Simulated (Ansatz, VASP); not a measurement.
One calculation of Ga, two programs

The input INCAR:

```
  AGGAC = 1.0
  AGGAX = 1.0
  ALDAC = 0.0
  ALDAX = 1.0
  ALGO = Fast
  EDIFF = 1E-6
  ENCUT = 520
  GGA = B5
  ISIF = 2
  ISMEAR = -1
  LASPH = T
  LCHARG = F
  LREAL = F
  LWAVE = F
  NBANDS = 12
  NELM = 80
  PREC = Accurate
  SIGMA = 0.05
```

The input KPOINTS:

```
k-points
0
Gamma
  13 13 13
```

File POSCAR:

```
Ga
1.0
   -1.3843987196      1.3843987196      2.3112238365
    1.3843987196     -1.3843987196      2.3112238365
    1.3843987196      1.3843987196     -2.3112238365
Ga
1
Direct
    0.0000000000      0.0000000000      0.0000000000
```

Contents of input.yaml:

```yaml
crystal:
  lattice:
    - [-1.3843987196, 1.3843987196, 2.3112238365]
    - [1.3843987196, -1.3843987196, 2.3112238365]
    - [1.3843987196, 1.3843987196, -2.3112238365]
  atoms:
    - { symbol: Ga, position: [0.0, 0.0, 0.0] }
hamiltonian:
  xc: blyp
  pseudopotentials: { kind: paw }
kpoints:
  mp_grid: { grid: [13, 13, 13] }
  band_path:
    path:
      - [[0.0, 0.0, 0.0], [0.0, 0.0, 0.5], [-0.1793941871, 0.1793941871, 0.5], [-0.3396970935, 0.3396970935, 0.3396970935], [0.0, 0.0, 0.0], [0.5, 0.5, -0.5], [0.3396970935, 0.6603029065, -0.3396970935], [0.0, 0.5, 0.0], [0.25, 0.25, 0.25], [0.5, 0.5, -0.1793941871], [0.5, 0.5, -0.5]]
      - [[0.0, 0.0, 0.5], [0.25, 0.25, 0.25]]
    npoints: 14
scf:
  occupations: { method: fermi_dirac, width: 0.05 }
  n_extra_bands: 6
output:
  forces: true
  stress: true
  eigenvalues: true
  fatbands: false
  write_density: true
  write_potential: true
  elf: true
  volumetric_format: npy
```

Alike in both runs: functional BLYP; k mesh 13 × 13 × 13; occupations fermi-dirac, width 0.05 eV; no spin polarisation.

```csv
,VASP,Ansatz
version,VASP 6.6.1,Ansatz 0.2.0
potentials or method,"VASP PAW PBE potentials, release 64 (Ga_d)",Ansatz PAW
plane-wave cutoff (eV),520,420
valence electrons in the cell,13,13
task,single point,band structure
```

Ansatz gave:

* gap on the k mesh at the Fermi level (eV): none
* pressure (GPa): 9.6
* traceless stress, the component that is largest in VASP (GPa): 0.14

Q: Estimate VASP's values.

A: gap on the k mesh at the Fermi level (eV): none; pressure (GPa): 9.6; traceless stress, the component that is largest in VASP (GPa): 0.13.

VASP's potentials were made for PBE, not for BLYP. A gap of «none» marks a metal or a gap that the smearing closes.
